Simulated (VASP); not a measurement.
# WS2: single point with PBEsol

Crystal: WS2.

```
CELL_PARAMETERS angstrom
3.17619 0.06998 -0.14649
-1.52750 2.88999 -0.04395
-0.57583 -0.53192 12.51097
ATOMIC_POSITIONS crystal
W 0.33966 0.66869 0.24987
W 0.65415 0.33015 0.74664
S 0.32286 0.65668 0.62096
S 0.67661 0.33455 0.11989
S 0.32895 0.67637 0.87973
S 0.67776 0.33355 0.38291
```

This cell differs from its parent crystal: atoms moved at random and the cell strained at random.

* Program: VASP 6.6.1
* Task: single point
* Functional: PBEsol
* Potentials or basis: VASP PAW PBE potentials, release 64 (W_sv, S)
* Cutoff: 520 eV
* k mesh: 12 × 12 × 4
* Occupations: gaussian, width 0.05 eV
* Spin: no spin polarisation
* Dipole correction: no
* Further INCAR settings: ALGO = Normal; EDIFF = 1e-06; NBANDS = 35

```yaml
Pressure: -12.8 GPa
Largest_force: 2.198 eV/Å
Band_gap_on_the_k_mesh: 0.82 eV (least direct gap 1.41 eV)
```

Forces in eV/Å, atoms in the order of the input:
```
W    0.578  0.175  0.591
W    0.272 -0.054  1.179
S   -1.195 -0.462  0.731
S   -1.261 -0.856  1.364
S    0.974  0.534 -1.867
S    0.631  0.664 -1.998
```

Stress tensor (GPa, compression positive):
```
 -7.98  -2.41  10.39
 -2.41 -17.27   7.23
 10.39   7.23 -13.05
```

Levels at points of the mesh, in eV from the valence-band top:
```csv
k point,band 22,band 23,band 24,band 25,band 26,band 27,band 28,band 29,band 30,band 31
"(0.00, 0.00, 0.00)",-2.04,-1.93,-1.22,-0.82,0.00,1.42,1.45,1.56,1.75,2.32
"(0.50, 0.00, 0.00)",-2.79,-1.83,-1.60,-1.51,-0.97,1.55,1.59,2.35,2.47,2.75
"(0.00, 0.50, 0.00)",-2.78,-1.66,-1.47,-1.30,-1.27,1.69,1.73,2.22,2.30,2.78
"(0.50, 0.50, 0.00)",-2.65,-2.19,-2.07,-1.33,-1.09,1.85,1.92,2.11,2.40,2.59
"(0.00, 0.00, 0.50)",-2.07,-2.00,-1.77,-0.28,-0.16,1.43,1.47,1.62,1.67,2.32
"(0.50, 0.00, 0.50)",-2.62,-1.76,-1.67,-1.53,-0.97,1.56,1.57,2.42,2.55,2.80
"(0.00, 0.50, 0.50)",-2.70,-1.65,-1.41,-1.33,-1.29,1.69,1.72,2.24,2.31,2.90
"(0.50, 0.50, 0.50)",-2.57,-2.21,-2.11,-1.28,-1.11,1.84,1.94,2.22,2.37,2.83
```

Run time: 21 min on 1 thread of Oxide Virtual Turin-like Processor, on a shared host, peak memory 0.86 GiB.

Caveat: the cell differs from its parent crystal (atoms moved at random and the cell strained at random); the cell stands under tension; the PAW data sets were made with another functional, which shifts forces and pressure a little; spin-orbit coupling is left out, which moves the levels of the heavy elements. A k mesh can miss the band edges.
